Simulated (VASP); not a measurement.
# TaSi2 (P6_422) in VASP: further runs, part 2 of 2

VASP 6.6.1. Earlier steps stand in the parts before.

### 4 Single point, PBEsol

The input, INCAR:

```
SYSTEM = TaSi2
ALGO     = Normal         ! electronic algorithm
EDIFF    = 1E-6           ! SCF threshold, eV
ENCUT    = 520            ! plane-wave cutoff, eV
GGA      = PS             ! functional
ISIF     = 2              ! what is computed and relaxed
ISMEAR   = -1             ! smearing method
LASPH    = .True.         ! aspherical terms in the spheres
LCHARG   = .False.        ! write CHGCAR
LREAL    = .False.        ! projectors in reciprocal space
LWAVE    = .False.        ! write WAVECAR
NBANDS   = 38             ! bands
NELM     = 80             ! most SCF steps
PREC     = Accurate       ! precision mode
SIGMA    = 0.05           ! smearing width, eV
```

The input, KPOINTS:

```
k-points
0
Gamma
  7 7 4
  0 0 0
```

The input, POSCAR:

```
TaSi2
1.0
    4.7563468877      0.0000000000      0.0000000000
   -2.3781734438      4.1191172339      0.0000000000
    0.0000000000      0.0000000000      6.5643222039
Ta Si
3 6
Direct
    0.0000000000      0.5000000000      0.3333333333
    0.5000000000      0.5000000000      0.6666666667
    0.5000000000      0.0000000000      0.0000000000
    0.3190888208      0.1595444104      0.3333333333
    0.1595444104      0.8404555896      0.6666666667
    0.8404555896      0.6809111792      0.0000000000
    0.6809111792      0.8404555896      0.3333333333
    0.8404555896      0.1595444104      0.6666666667
    0.1595444104      0.3190888208      0.0000000000
```

Potentials or basis: VASP PAW PBE potentials, release 64 (Ta_pv, Si).

Launch:

```sh
$ cat potpaw_PBE.64/Ta_pv/POTCAR potpaw_PBE.64/Si/POTCAR > POTCAR
$ mpirun -np 1 vasp_std > vasp.out
```

OUTCAR:

```text
SYSTEM = TaSi2
   EDIFF = 1E-6
   ENCUT = 520
   GGA = PS
   ISIF = 2
   ISMEAR = -1
   LASPH = .True.
   LREAL = .False.
   NELM = 80
   PREC = Accurate

 ion  position               nearest neighbor table
   1  0.000  0.500  0.333-   6 2.60   9 2.60   8 2.60   5 2.60   4 2.72   7 2.72   7 2.72   4 2.72
                             7 2.80   4 2.80   3 3.23   3 3.23   2 3.23   2 3.23
   2  0.500  0.500  0.667-   6 2.60   9 2.60   7 2.60   4 2.60   8 2.72   5 2.72   5 2.72   8 2.72
                             8 2.80   5 2.80   3 3.23   3 3.23   1 3.23   1 3.23
   3  0.500  0.000  0.000-   4 2.60   7 2.60   5 2.60   8 2.60   6 2.72   9 2.72   9 2.72   6 2.72
[... 1212 lines left out ...]
  external PRESSURE =       3.5433023 kB  Pullay stress =       0.0000000 kB

 VOLUME and BASIS-vectors are now :
 -----------------------------------------------------------------------------
  energy-cutoff  :      520.00
  volume of cell :      128.61
      direct lattice vectors                 reciprocal lattice vectors
     4.756346888  0.000000000  0.000000000     0.210245389  0.121385232  0.000000000
    -2.378173444  4.119117234  0.000000000     0.000000000  0.242770463  0.000000000
     0.000000000  0.000000000  6.564322204     0.000000000  0.000000000  0.152338653

 POSITION                                       TOTAL-FORCE (eV/Angst)
 -----------------------------------------------------------------------------------
     -1.18909      2.05956      2.18811        -0.000000     -0.000000     -0.000000
      1.18909      2.05956      4.37621        -0.000000     -0.000000     -0.000000
      2.37817      0.00000      0.00000        -0.000000     -0.000000     -0.000000
      1.13827      0.65718      2.18811         0.002275      0.001314      0.000000
     -1.23990      3.46194      4.37621         0.002275     -0.001314      0.000000
      2.37817      2.80475      0.00000        -0.000000     -0.002627     -0.000000
      1.23990      3.46194      2.18811        -0.002275     -0.001314     -0.000000
      3.61807      0.65718      4.37621        -0.002275      0.001314      0.000000
      0.00000      1.31436      0.00000         0.000000      0.002627     -0.000000
 -----------------------------------------------------------------------------------
    total drift:                                0.000000      0.000000      0.000000

  FREE ENERGIE OF THE ION-ELECTRON SYSTEM (eV)
  ---------------------------------------------------
  free  energy   TOTEN  =       -77.3720227617 eV

  energy  without entropy=      -77.3458391200  energy(sigma->0) =      -77.35893094
```

OSZICAR:

```text
N       E                     dE             d eps       ncg     rms          rms(c)
DAV:   1     0.383371586542E+03    0.38337E+03   -0.28098E+04  1824   0.142E+03
DAV:   2    -0.603095075837E+02   -0.44368E+03   -0.43221E+03  2078   0.365E+02
DAV:   3    -0.793122543817E+02   -0.19003E+02   -0.18587E+02  2352   0.666E+01
DAV:   4    -0.796573820024E+02   -0.34513E+00   -0.34261E+00  2296   0.878E+00
DAV:   5    -0.796623041179E+02   -0.49221E-02   -0.49174E-02  2284   0.111E+00    0.328E+01
DAV:   6    -0.776695162171E+02    0.19928E+01   -0.70642E+00  2294   0.124E+01    0.152E+01
DAV:   7    -0.773996156235E+02    0.26990E+00   -0.53810E-01  2280   0.366E+00    0.425E+00
DAV:   8    -0.773729811428E+02    0.26634E-01   -0.44246E-02  2360   0.952E-01    0.476E-01
DAV:   9    -0.773721475317E+02    0.83361E-03   -0.27988E-03  2336   0.291E-01    0.243E-01
DAV:  10    -0.773720381933E+02    0.10934E-03   -0.40401E-04  2304   0.114E-01    0.584E-02
DAV:  11    -0.773720246849E+02    0.13508E-04   -0.40891E-05  2320   0.325E-02    0.106E-02
DAV:  12    -0.773720233818E+02    0.13031E-05   -0.31154E-06  1840   0.835E-03    0.353E-03
DAV:  13    -0.773720227617E+02    0.62006E-06   -0.34454E-07  1344   0.297E-03
   1 F= -.77372023E+02 E0= -.77358931E+02  d E =-.261836E-01
```

stdout:

```text
POSCAR found type information on POSCAR TaSi
 POSCAR found :  2 types and       9 ions
 scaLAPACK will be used
 -----------------------------------------------------------------------------
|                                                                             |
|                                                                             |
|     You enforced a specific xc type in the INCAR file but a different       |
|     I HOPE YOU KNOW WHAT YOU ARE DOING!                                     |
|                                                                             |
 -----------------------------------------------------------------------------

 LDA part: xc-table for (Slater+PW92), standard interpolation
 POSCAR, INCAR and KPOINTS ok, starting setup
 FFT: planning ... GRIDC
 FFT: planning ... GRID_SOFT
 FFT: planning ... GRID
 WAVECAR not read
 entering main loop
```

Run time: 86 s. Hardware: 1 thread of Intel Xeon 6975P-C, shared host; peak memory 0.29 GiB.

Results:

```yaml
Free_energy: -77.3720 eV
Pressure: 0.4 GPa
```

Forces in eV/Å, atoms in the order of the input:
```
Ta   0.000  0.000  0.000
Ta   0.000  0.000  0.000
Ta   0.000  0.000  0.000
Si   0.002  0.001  0.000
Si   0.002 -0.001  0.000
Si   0.000 -0.003  0.000
Si  -0.002 -0.001  0.000
Si  -0.002  0.001  0.000
Si   0.000  0.003  0.000
```

Stress tensor (GPa, compression positive):
```
0.32 0.00 0.00
0.00 0.32 0.00
0.00 0.00 0.43
```

Levels at points of the mesh, in eV from the Fermi level:
```tsv
k point	band 27	band 28	band 29	band 30	band 31	band 32
(0.00, 0.00, 0.00)	-2.21	-2.21	-1.48	0.69	3.03	3.03
(0.00, 0.00, 0.50)	-1.76	-1.76	1.10	1.10	2.70	2.70
```

Caveat: the PAW data sets were made with another functional, which shifts forces and pressure a little; spin-orbit coupling is left out, which moves the levels of the heavy elements.

### 5 Overview

| cell | gap on the mesh (eV) | pressure (GPa) |
| --- | --- | --- |
| a = 4.756, b = 4.756, c = 6.565 Å, angles 90.0, 90.0, 120.0°, 9 atoms | none | 0.3 |
| a = 4.757, b = 4.757, c = 6.564 Å, angles 90.0, 90.0, 120.0°, 9 atoms | none | 0.3 |
| a = 4.756, b = 4.756, c = 6.564 Å, angles 90.0, 90.0, 120.0°, 9 atoms | none | 0.4 |

Alike in all rows: task single point; level PBEsol; potentials or basis VASP PAW PBE potentials, release 64 (Ta_pv, Si); no spin polarisation; k mesh 7 × 7 × 4; cutoff (eV) 520; smearing fermi-dirac 0.05 eV.

Every run on the cell as given and a fine mesh finds a metal.

Caveats: the PAW data sets were made with another functional, which shifts forces and pressure a little; spin-orbit coupling is left out, which moves the levels of the heavy elements.

Absolute energies hang on the potentials; compare differences alone.
